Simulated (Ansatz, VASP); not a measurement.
Two plane-wave programs on MnO

The input POSCAR:

```
MnO
1.0
    0.0000000000      2.2386359976      2.2386359976
    2.2386359976      0.0000000000      2.2386359976
    2.2386359976      2.2386359976      0.0000000000
Mn O
1 1
Direct
    0.0000000000      0.0000000000      0.0000000000
    0.5000000000      0.5000000000      0.5000000000
```

INCAR.step1

```
SYSTEM = MnO
PREC = Accurate
ENCUT = 520
ISMEAR = -1
SIGMA = 0.05
LREAL = .FALSE.
LASPH = .TRUE.
NELM = 150
ISPIN = 2
MAGMOM = 4 0
LMAXMIX = 4
NBANDS = 20
GGA = PE
ALGO = Normal
EDIFF = 1E-4
LWAVE = .TRUE.
LCHARG = .FALSE.
```

Contents of INCAR.step2:

```
SYSTEM = MnO
PREC = Accurate
ENCUT = 520
EDIFF = 1E-6
ISMEAR = -1
SIGMA = 0.05
LREAL = .FALSE.
LASPH = .TRUE.
NELM = 150
ALGO = Normal
ISIF = 2
LWAVE = .FALSE.
LCHARG = .FALSE.
ISPIN = 2
MAGMOM = 4 0
LORBIT = 11
LMAXMIX = 4
METAGGA = R2SCAN
LMIXTAU = .TRUE.
IVDW = 13
VDW_S6 = 1.0
VDW_S8 = 0.6018749
VDW_A1 = 0.51559235
VDW_A2 = 5.77342911
NBANDS = 20
ISTART = 1
```

KPOINTS

```
regular mesh
0
G
  10 10 10
  0 0 0
```

File input.yaml:

```yaml
crystal:
  lattice:
    - [0.0, 2.2386359976, 2.2386359976]
    - [2.2386359976, 0.0, 2.2386359976]
    - [2.2386359976, 2.2386359976, 0.0]
  atoms:
    - { symbol: Mn, position: [0.0, 0.0, 0.0], spin: 4.0 }
    - { symbol: O, position: [0.5, 0.5, 0.5] }
hamiltonian:
  xc: r2scan
  pseudopotentials: { kind: paw }
  dispersion: d4
magnetization:
  spin_polarized: true
kpoints:
  mp_grid: { grid: [10, 10, 10] }
scf:
  occupations: { method: fermi_dirac, width: 0.05 }
output:
  forces: true
  stress: true
  eigenvalues: true
```

Alike in both runs: task single point; functional r2SCAN; dispersion D4; k mesh 10 × 10 × 10; occupations fermi-dirac, width 0.05 eV; collinear spin.

|  | VASP | Ansatz |
| --- | --- | --- |
| version | VASP 6.6.1 | Ansatz 0.2.0 |
| potentials or method | VASP PAW PBE potentials, release 64 (Mn_pv, O) | Ansatz PAW |
| plane-wave cutoff (eV) | 520 | 500 |
| valence electrons in the cell | 19 | 21 |

VASP gave:

```
gap on the k mesh at the Fermi level (eV)                     : none
pressure (GPa)                                                : -3.8
net moment per atom (μB)                                      : 2.50
size of the moment on the site where the two differ most (μB) : 4.55
```

Problem. Estimate Ansatz's values.

Solution. gap on the k mesh at the Fermi level (eV): none; pressure (GPa): -4.0; net moment per atom (μB): 2.50; size of the moment on the site where the two differ most (μB): 4.28.

VASP's potentials were made for PBE, not for r2SCAN. Site moments also hang on the region over which each program counts them. A gap of «none» marks a metal or a gap that the smearing closes. VASP's potentials hold 19 valence electrons a cell and Ansatz's 21, so a difference there can come from the potentials and not from the codes.

Noted on Ansatz's run: the magnetic or orbital state may not be the lowest.
